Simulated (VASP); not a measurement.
**Si: relaxation of the atoms with PBEsol**

Si:

```
CELL_PARAMETERS angstrom
0.04528 2.74853 2.74853
2.74853 0.04528 2.74853
2.74853 2.74853 0.04528
ATOMIC_POSITIONS crystal
Si 0.00000 0.00000 0.00000
Si 0.25000 0.25000 0.25000
```

This cell differs from its parent crystal: strained cell.

| Property | Result |
| --- | --- |
| Program | VASP 6.6.1 |
| Task | relaxation of the atoms |
| Functional | PBEsol |
| Potentials or basis | VASP PAW PBE potentials, release 64 (Si) |
| Cutoff | 450 eV |
| k mesh | 9 × 9 × 9 |
| Occupations | gaussian, width 0.02 eV |
| Spin | no spin polarisation |
| Dipole correction | no |
| Further INCAR settings | ALGO = Normal; EDIFF = 1e-07; IBRION = 2; EDIFFG = -0.002; NSW = 60 |

* Energy gained by relaxing: 1.3 meV/atom
* Ionic steps: 3
* Pressure after relaxing: -0.8 GPa
* Band gap on the k mesh: 0.38 eV, indirect (least direct gap 2.16 eV)

Stress tensor (GPa, compression positive):
```
-0.80 -1.23 -1.23
-1.23 -0.80 -1.23
-1.23 -1.23 -0.80
```

Step by step:
```csv
step,energy change (eV),largest force (eV/Å),pressure (GPa)
1,0.0000,0.2493,-0.72
2,-0.0024,0.0518,-0.81
3,-0.0025,0.0000,-0.80
```

Final structure:
```
CELL_PARAMETERS angstrom
0.04528 2.74853 2.74853
2.74853 0.04528 2.74853
2.74853 2.74853 0.04528
ATOMIC_POSITIONS crystal
Si 0.00104 0.00104 0.00104
Si 0.24896 0.24896 0.24896
```

Levels at points of the mesh, in eV from the valence-band top:
```tsv
k point	band 1	band 2	band 3	band 4	band 5	band 6	band 7	band 8
(0.00, 0.00, 0.00)	-11.99	-0.23	0.00	0.00	2.16	2.53	2.53	3.20
```

Wall time 36 s on 1 thread of Intel Xeon 6975P-C, on a shared host, peak memory 0.16 GiB.

Caveat: the cell differs from its parent crystal (strained cell); the PAW data sets were made with another functional, which shifts forces and pressure a little. A k mesh can miss the band edges.
